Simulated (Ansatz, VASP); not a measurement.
Two plane-wave programs on Ga3Sb

The input INCAR:

```
PREC     = Accurate       # precision mode
ENCUT    = 520            # plane-wave cutoff, eV
EDIFF    = 1E-6           # SCF threshold, eV
ISMEAR   = -1             # smearing method
SIGMA    = 0.05           # smearing width, eV
LREAL    = F              # projectors in reciprocal space
LASPH    = T              # aspherical terms in the spheres
NELM     = 60             # most SCF steps
ALGO     = Fast           # electronic algorithm
ISIF     = 2              # what is computed and relaxed
LWAVE    = F              # write WAVECAR
LCHARG   = T              # write CHGCAR
GGA      = PS             # functional
LELF     = T              # ELF
LVHAR    = T            
NBANDS   = 30             # bands
```

KPOINTS

```
regular mesh
0
Gamma
  14 14 14
```

File POSCAR:

```
Ga3Sb
1.0
   -2.1587990000      2.1587990000      4.7604840000
    2.1587990000     -2.1587990000      4.7604840000
    2.1587990000      2.1587990000     -4.7604840000
Ga Sb
3 1
Direct
    0.7500000000      0.2500000000      0.5000000000
    0.2500000000      0.7500000000      0.5000000000
    0.5000000000      0.5000000000      0.0000000000
    0.0000000000      0.0000000000      0.0000000000
```

Input for Ansatz:

```yaml
crystal:
  lattice:
    - [-2.158799, 2.158799, 4.760484]
    - [2.158799, -2.158799, 4.760484]
    - [2.158799, 2.158799, -4.760484]
  atoms:
    - { symbol: Ga, position: [0.75, 0.25, 0.5] }
    - { symbol: Ga, position: [0.25, 0.75, 0.5] }
    - { symbol: Ga, position: [0.5, 0.5, 0.0] }
    - { symbol: Sb, position: [0.0, 0.0, 0.0] }
basis:
  ecutwfc: 420
kpoints:
  mp_grid: { grid: [14, 14, 14] }
hamiltonian:
  xc: pbesol
scf:
  occupations: { method: fermi_dirac, width: 0.05 }
output:
  forces: true
  stress: true
  eigenvalues: true
```

Alike in both runs: task single point; functional PBEsol; k mesh 14 × 14 × 14; occupations fermi-dirac, width 0.05 eV; no spin polarisation.

```csv
,VASP,Ansatz
version,VASP 6.6.1,Ansatz 0.2.0
potentials or method,"VASP PAW PBE potentials, release 64 (Ga_d, Sb), cutoff 520 eV","scalar-relativistic, plane waves, PAW"
valence electrons in the cell,44,54
```

```tsv
	VASP	Ansatz	Ansatz less VASP
gap on the k mesh at the Fermi level (eV)	none	none	-
pressure (GPa)	-3.4	-3.5	-0.04
traceless stress, the component that is largest in VASP (GPa)	-0.30	-0.30	+0.001
```

VASP's potentials were made for PBE, not for PBEsol. A gap of «none» marks a metal or a gap that the smearing closes. VASP's potentials hold 44 valence electrons a cell and Ansatz's 54, so a difference there can come from the potentials and not from the codes.

Spin-orbit coupling is off throughout.
